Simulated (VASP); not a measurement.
A run of VASP 6.6.1 is set up as follows.

Contents of INCAR:

```
PREC = Accurate ; ENCUT = 520
EDIFF = 1E-6 ; ISMEAR = 0
SIGMA = 0.1 ; LREAL = Auto
LASPH = True ; NELM = 80
ALGO = Fast ; ISIF = 2
LWAVE = False ; LCHARG = True
GGA = PS ; LELF = True
LVHAR = True ; NBANDS = 52
```

KPOINTS

```
regular mesh
0
Gamma
  6 6 8
```

Contents of POSCAR:

```
Al3Ni
1.0
    6.7944218743      0.0000000000      0.0000000000
    0.0000000000      7.5406017851      0.0000000000
    0.0000000000      0.0000000000      4.9303299963
Al Ni
12 4
Direct
    0.0072165676      0.2500000000      0.9154599859
    0.1689162348      0.4439765206      0.3621838955
    0.1689162348      0.0560234794      0.3621838955
    0.3310837652      0.5560234794      0.8621838955
    0.6689162348      0.4439765206      0.1378161045
    0.8310837652      0.9439765206      0.6378161045
    0.6689162348      0.0560234794      0.1378161045
    0.8310837652      0.5560234794      0.6378161045
    0.3310837652      0.9439765206      0.8621838955
    0.5072165676      0.2500000000      0.5845400141
    0.9927834324      0.7500000000      0.0845400141
    0.4927834324      0.7500000000      0.4154599859
    0.8689415984      0.2500000000      0.4435607308
    0.3689415984      0.2500000000      0.0564392692
    0.1310584016      0.7500000000      0.5564392692
    0.6310584016      0.7500000000      0.9435607308
```

Potentials or basis: VASP PAW PBE potentials, release 64 (Al, Ni).

The run is started by

```console
$ cat potpaw_PBE.64/Al/POTCAR potpaw_PBE.64/Ni/POTCAR > POTCAR
$ mpirun -np 1 vasp_std > vasp.out
```

What does it give for the band gap on the k mesh?

Zero (bands 38 and 39 overlap by 1.70 eV).

Estimate the largest force.

0.011 eV/Å.

Predict the pressure.

-9.7 GPa.

Forces in eV/Å, atoms in the order of the input:
```
Al  -0.005  0.000 -0.010
Al   0.008  0.001  0.002
Al   0.008 -0.001  0.002
Al  -0.008 -0.001  0.002
Al   0.008  0.001 -0.002
Al  -0.008  0.001 -0.002
Al   0.008 -0.001 -0.002
Al  -0.008 -0.001 -0.002
Al  -0.008  0.001  0.002
Al  -0.005  0.000  0.010
Al   0.005  0.000  0.010
Al   0.005  0.000 -0.010
Ni  -0.005  0.000 -0.005
Ni  -0.005  0.000  0.005
Ni   0.005  0.000  0.005
Ni   0.005  0.000 -0.005
```

Caveat: the cell stands under tension; the PAW data sets were made with another functional, which shifts forces and pressure a little. Spin polarisation is off, so any magnetic state and its effect on volume and gap are missing.
